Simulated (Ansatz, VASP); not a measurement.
# One calculation of MgF2, two programs

File INCAR:

```
SYSTEM = MgF2
  PREC = Accurate
  ENCUT = 600
  EDIFF = 1E-6
  ISMEAR = -1
  SIGMA = 0.1
  LREAL = .False.
  LASPH = .True.
  NELM = 120
  ALGO = Normal
  ISIF = 2
  LWAVE = .False.
  LCHARG = .False.
  NBANDS = 25
  GGA_COMPAT = .False.
```

File KPOINTS:

```
regular mesh
0
Gamma
  7 7 10
  0 0 0
```

File POSCAR:

```
MgF2
1.0
    4.2120035401      0.0000000000      0.0000000000
    0.0000000000      4.2120035401      0.0000000000
    0.0000000000      0.0000000000      2.8194433366
Mg F
2 4
Direct
    0.0000000000      0.0000000000      0.0000000000
    0.5000000000      0.5000000000      0.5000000000
    0.3009629877      0.3009629877      0.0000000000
    0.6990370123      0.6990370123      0.0000000000
    0.8009629877      0.1990370123      0.5000000000
    0.1990370123      0.8009629877      0.5000000000
```

Input for Ansatz:

```yaml
crystal:
  lattice:
    - [4.2120035401, 0.0, 0.0]
    - [0.0, 4.2120035401, 0.0]
    - [0.0, 0.0, 2.8194433366]
  atoms:
    - { symbol: Mg, position: [0.0, 0.0, 0.0] }
    - { symbol: Mg, position: [0.5, 0.5, 0.5] }
    - { symbol: F, position: [0.3009629877, 0.3009629877, 0.0] }
    - { symbol: F, position: [0.6990370123, 0.6990370123, 0.0] }
    - { symbol: F, position: [0.8009629877, 0.1990370123, 0.5] }
    - { symbol: F, position: [0.1990370123, 0.8009629877, 0.5] }
kpoints:
  mp_grid: { grid: [7, 7, 10] }
scf:
  occupations: { method: fermi_dirac, width: 0.1 }
hamiltonian:
  xc: lda
  pseudopotentials: { kind: all_electron, lapw: { basis_error: 0.001 } }
output:
  forces: true
  stress: true
  eigenvalues: true
  populations: true
```

Change from the starting cell: volume scaled by 0.8, LAPW.

Alike in both runs: task single point; functional LDA; k mesh 7 × 7 × 10; occupations fermi-dirac, width 0.1 eV; no spin polarisation.

|  | VASP | Ansatz |
| --- | --- | --- |
| version | VASP 6.6.1 | Ansatz 0.2.0 |
| potentials or method | VASP PAW LDA potentials, release 64 (Mg, F), cutoff 600 eV | all-electron LAPW, scalar-relativistic |

```csv
,VASP,Ansatz,Ansatz less VASP
gap on the k mesh at the Fermi level (eV),8.78,8.80,+0.013
pressure (GPa),39.3,41.2,+1.89
rms of the force components (eV/Å),0.008,0.001,-0.0068
```

LDA's correlation is that of Perdew and Zunger in VASP and of Perdew and Wang (1992) in Ansatz. Atom by atom the forces differ by 0.009 eV/Å (rms over components). Both programs put the cell under a high pressure, so it lies far from rest at this level. Ansatz ran all-electron here, and VASP with PAW potentials.
